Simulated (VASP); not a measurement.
# SiO2 (P6_322) in VASP: further runs, part 2 of 3

VASP 6.6.1. The steps go on from the part before.

**4. Single point, PBE**

This run uses another cell than the first one, of 16.19 Å³/atom, 1.033 times its volume.

The input, INCAR:

```
SYSTEM = SiO2
PREC     = Accurate       ! precision mode
ENCUT    = 520            ! plane-wave cutoff, eV
EDIFF    = 1E-6           ! SCF threshold, eV
ISMEAR   = -1             ! smearing method
SIGMA    = 0.02           ! smearing width, eV
LREAL    = .False.        ! projectors in reciprocal space
LASPH    = .True.         ! aspherical terms in the spheres
NELM     = 80             ! most SCF steps
ALGO     = Normal         ! electronic algorithm
ISIF     = 2              ! what is computed and relaxed
LWAVE    = .False.        ! write WAVECAR
LCHARG   = .True.         ! write CHGCAR
GGA      = PE             ! functional
LELF     = .True.         ! ELF
LVHAR    = .True.       
NBANDS   = 44             ! bands
```

The input, KPOINTS:

```
regular mesh
0
Gamma
  6 6 4
  0 0 0
```

The input, POSCAR:

```
SiO2
1.0
    5.0993032694      0.0000000000      0.0000000000
   -2.5496516347      4.4161261729      0.0000000000
    0.0000000000      0.0000000000      8.6285677319
Si O
4 8
Direct
    0.6666666667      0.3333333333      0.9372041929
    0.6666666667      0.3333333333      0.5627958071
    0.3333333333      0.6666666667      0.0627958071
    0.3333333333      0.6666666667      0.4372041929
    0.0000000000      0.4173770298      0.0000000000
    0.4173770298      0.4173770298      0.5000000000
    0.5826229702      0.0000000000      0.5000000000
    0.5826229702      0.5826229702      0.0000000000
    0.0000000000      0.5826229702      0.5000000000
    0.6666666667      0.3333333333      0.7500000000
    0.3333333333      0.6666666667      0.2500000000
    0.4173770298      0.0000000000      0.0000000000
```

Potentials or basis: VASP PAW PBE potentials, release 64 (Si, O).

The run is started by

```bash
$ cat potpaw_PBE.64/Si/POTCAR potpaw_PBE.64/O/POTCAR > POTCAR
$ mpirun -np 1 vasp_std > vasp.out
```

OUTCAR:

```text
SYSTEM = SiO2
   PREC = Accurate
   ENCUT = 520
   EDIFF = 1E-6
   ISMEAR = -1
   LREAL = .False.
   LASPH = .True.
   NELM = 80
   ISIF = 2
   GGA = PE

 ion  position               nearest neighbor table
   1  0.667  0.333  0.937-  10 1.62   5 1.62  12 1.62   8 1.62   3 3.14   3 3.14   3 3.14
   2  0.667  0.333  0.563-  10 1.62   7 1.62   9 1.62   6 1.62   4 3.14   4 3.14   4 3.14
   3  0.333  0.667  0.063-  11 1.62  12 1.62   5 1.62   8 1.62   1 3.14   1 3.14   1 3.14
   4  0.333  0.667  0.437-  11 1.62   9 1.62   7 1.62   6 1.62   2 3.14   2 3.14   2 3.14
   5  0.000  0.417  0.000-   1 1.62   3 1.62
   6  0.417  0.417  0.500-   4 1.62   2 1.62
   7  0.583  0.000  0.500-   2 1.62   4 1.62
   8  0.583  0.583  0.000-   1 1.62   3 1.62
   9  0.000  0.583  0.500-   4 1.62   2 1.62
  10  0.667  0.333  0.750-   1 1.62   2 1.62
  11  0.333  0.667  0.250-   3 1.62   4 1.62
  12  0.417  0.000  0.000-   3 1.62   1 1.62

  LATTYP: Found a hexagonal cell.
 ALAT       =     5.0993032694
 C/A-ratio  =     1.6921071911

  Lattice vectors:

 A1 = (   5.0993032694,   0.0000000000,   0.0000000000)
 A2 = (  -2.5496516347,   4.4161261729,   0.0000000000)
 A3 = (   0.0000000000,   0.0000000000,   8.6285677319)

Analysis of symmetry for initial positions (statically):
=====================================================================
 Subroutine PRICEL returns:
 Original cell was already a primitive cell.

 Routine SETGRP: Setting up the symmetry group for a
 hexagonal supercell.

 Subroutine GETGRP returns: Found 12 space group operations
 (whereof  6 operations were pure point group operations)
 out of a pool of 24 trial point group operations.

The static configuration has the point symmetry D_3 .
 The point group associated with its full space group is D_6 .

Analysis of symmetry for dynamics (positions and initial velocities):
=====================================================================
 Subroutine PRICEL returns:
 Original cell was already a primitive cell.

 Routine SETGRP: Setting up the symmetry group for a
 hexagonal supercell.

 Subroutine GETGRP returns: Found 12 space group operations
 (whereof  6 operations were pure point group operations)
 out of a pool of 24 trial point group operations.

The dynamic configuration has the point symmetry D_3 .
 The point group associated with its full space group is D_6 .

 Subroutine INISYM returns: Found 12 space group operations
 (whereof  6 operations are pure point group operations),
 and found     1 'primitive' translations

----------------------------------------------------------------------------------------

                                     Primitive cell

  volume of cell :     194.3082

  direct lattice vectors                    reciprocal lattice vectors
     5.099303269  0.000000000  0.000000000     0.196105222  0.113221403  0.000000000
    -2.549651635  4.416126173  0.000000000     0.000000000  0.226442805  0.000000000
     0.000000000  0.000000000  8.628567732     0.000000000  0.000000000  0.115894089

  length of vectors
     5.099303269  5.099303269  8.628567732     0.226442805  0.226442805  0.115894089

  position of ions in fractional coordinates (direct lattice)
[... 58 lines left out ...]
  0.333333  0.000000  0.000000      6.000000
  0.500000  0.000000  0.000000      3.000000
  0.166667  0.166667  0.000000      6.000000
  0.333333  0.166667  0.000000     12.000000
[... 13 lines left out ...]
  0.333333  0.166667  0.500000     12.000000
  0.333333  0.333333  0.500000      2.000000
   k-points           NKPTS =     21   k-points in BZ     NKDIM =     21   number of bands    NBANDS=     44
   number of dos      NEDOS =    301   number of ions     NIONS =     12
   total plane-waves  NPLWV = 102400
   dimension x,y,z NGX =    40 NGY =   40 NGZ =   64
   dimension x,y,z NGXF=    80 NGYF=   80 NGZF=  128
   ions per type =               4   8
   NGX,Y,Z   is equivalent  to a cutoff of  13.04, 13.04, 12.33 a.u.
   NGXF,Y,Z  is equivalent  to a cutoff of  26.08, 26.08, 24.66 a.u.
 SYSTEM =  SiO2
   PREC   = accura    normal or accurate (medium, high low for compatibility)
   ISTART =      0    job   : 0-new  1-cont  2-samecut
   ICHARG =      2    charge: 1-file 2-atom 10-const
   ISPIN  =      1    spin polarized calculation?
   LNONCOLLINEAR =      F non collinear calculations
   LSORBIT =      F    spin-orbit coupling
   LASPH  =      T    aspherical Exc in radial PAW
   ENCUT  =  520.0 eV  38.22 Ry    6.18 a.u.   9.48  9.48 16.04*2*pi/ulx,y,z
   NELM   =     80;   NELMIN=  2; NELMDL= -5     # of ELM steps
   EDIFF  = 0.1E-05   stopping-criterion for ELM
   LREAL  =      F    real-space projection
   EDIFFG = 0.1E-04   stopping-criterion for IOM
   NSW    =      0    number of steps for IOM
   IBRION =     -1    ionic relax: 0-MD 1-quasi-New 2-CG
   NFREE  =      0    steps in history (QN), initial steepest desc. (CG)
   ISIF   =      2    stress and relaxation
   ISYM   =      2    0-nonsym 1-usesym 2-fastsym
   POTIM  = 0.5000    time-step for ionic-motion
   TEBEG  =    0.0;   TEEND  =   0.0 temperature during run
   PSTRESS=    0.0 pullay stress
   NELECT =      64.0000    total number of electrons
   NUPDOWN=      -1.0000    fix difference up-down
   EMIN   =  10.00;   EMAX   =-10.00  energy-range for DOS
   EFERMI =   0.00;   METHOD = LEGACY
   ISMEAR =    -1;   SIGMA  =   0.02  broadening in eV -4-tet -1-fermi 0-gaus
   EFERMI_NEDOS =   21; number of points for ismear=-14 and -15
   IALGO  =     38    algorithm
   IMIX   =      4    mixing-type and parameters
     AMIX     =   0.40;   BMIX     =  1.00
     AMIX_MAG =   1.60;   BMIX_MAG =  1.00
  volume/ion in A,a.u.               =      16.19       109.27
  Fermi-wavevector in a.u.,A,eV,Ry     =   1.130588  2.136502 17.391373  1.278230
  Thomas-Fermi vector in A             =   2.267285
   LORBIT       =      0    0 simple, 1 ext, 2 COOP (PROOUT), +10 PAW based schemes
   GGA     = PE    functional components
[... 5 lines left out ...]
 non-spin polarized calculation
  energy-cutoff  :      520.00
  volume of cell :      194.31
 maximum number of plane-waves:      5276
 NGX is ok and might be reduce to    40
   NGX = 19   NGY = 19   NGZ = 33

 number of electron      63.9999969 magnetization

 Free energy of the ion-electron system (eV)
  ---------------------------------------------------
  ext. energy  EPLUGINS =         0.00000000
  ---------------------------------------------------
  free energy    TOTEN  =       -94.93285418 eV

  energy without entropy =      -94.93285418  energy(sigma->0) =      -94.93285418

 E-fermi :  -0.1976     XC(G=0):  -7.7678

 val. band max:       -0.6399517863   @ k =   0.0000   0.0000   0.2500
 cond. band min:       4.8168867952   @ k =   0.0000   0.0000   0.0000
 fundamental gap:      5.4568385815
 Fermi energy:        -0.1976295163

 k-point     1 :       0.0000    0.0000    0.0000
  band No.  band energies     occupation
      1     -19.9734      2.00000
      2     -19.5815      2.00000
      3     -18.6095      2.00000
      4     -17.9826      2.00000
      5     -17.9741      2.00000
      6     -17.9741      2.00000
[... 976 lines left out ...]
     43      10.0667      0.00000
     44      10.0667      0.00000

------------------------ aborting loop because EDIFF is reached ----------------------------------------

  FORCE on cell =-STRESS in cart. coord.  units (eV):
  Direction    XX          YY          ZZ          XY          YZ          ZX
  --------------------------------------------------------------------------------------
  -------------------------------------------------------------------------------------
  Total        0.1025439      0.1025439      0.0746781      0.0000000      0.0000000      0.0000000
  in kB        0.8455305      0.8455305      0.6157617      0.0000000      0.0000000      0.0000000
  external PRESSURE =       0.7689409 kB  Pullay stress =       0.0000000 kB

 VOLUME and BASIS-vectors are now :
 -----------------------------------------------------------------------------
  energy-cutoff  :      520.00
  volume of cell :      194.31
      direct lattice vectors                 reciprocal lattice vectors
     5.099303269  0.000000000  0.000000000     0.196105222  0.113221403  0.000000000
    -2.549651635  4.416126173  0.000000000     0.000000000  0.226442805  0.000000000
     0.000000000  0.000000000  8.628567732     0.000000000  0.000000000  0.115894089

 POSITION                                       TOTAL-FORCE (eV/Angst)
 -----------------------------------------------------------------------------------
      2.54965      1.47204      8.08673        -0.000000     -0.000000     -0.010456
      2.54965      1.47204      4.85612        -0.000000     -0.000000      0.010456
     -0.00000      2.94408      0.54184        -0.000000     -0.000000      0.010456
     -0.00000      2.94408      3.77245        -0.000000     -0.000000     -0.010456
     -1.06417      1.84319      0.00000        -0.002726      0.004722     -0.000000
      1.06417      1.84319      4.31428         0.002726      0.004722     -0.000000
      2.97097      0.00000      4.31428        -0.005452     -0.000000     -0.000000
      1.48549      2.57294      0.00000        -0.002726     -0.004722     -0.000000
     -1.48549      2.57294      4.31428         0.002726     -0.004722     -0.000000
      2.54965      1.47204      6.47143        -0.000000     -0.000000     -0.000000
     -0.00000      2.94408      2.15714        -0.000000     -0.000000     -0.000000
      2.12833      0.00000      0.00000         0.005452     -0.000000     -0.000000
 -----------------------------------------------------------------------------------
    total drift:                                0.000000     -0.000000      0.000000

  FREE ENERGIE OF THE ION-ELECTRON SYSTEM (eV)
  ---------------------------------------------------
  free  energy   TOTEN  =       -94.9328541785 eV

  energy  without entropy=      -94.9328541785  energy(sigma->0) =      -94.93285418
```

Wall time 89 s (1 thread of Intel Xeon 6975P-C (Granite Rapids), shared host); peak memory 0.36 GiB.

Results:

- Free energy: -94.9329 eV
- Pressure: 0.1 GPa
- Largest force: 0.010 eV/Å
- Band gap on the k mesh: 5.46 eV, indirect (least direct gap 5.51 eV)

Forces in eV/Å, atoms in the order of the input:
```
Si   0.000  0.000 -0.010
Si   0.000  0.000  0.010
Si   0.000  0.000  0.010
Si   0.000  0.000 -0.010
O   -0.003  0.005  0.000
O    0.003  0.005  0.000
O   -0.005  0.000  0.000
O   -0.003 -0.005  0.000
O    0.003 -0.005  0.000
O    0.000  0.000  0.000
O    0.000  0.000  0.000
O    0.005  0.000  0.000
```

A k mesh can miss the band edges. As with any semilocal functional, this PBE gap is likely too small.

(Part 2 of 3 ends here.)
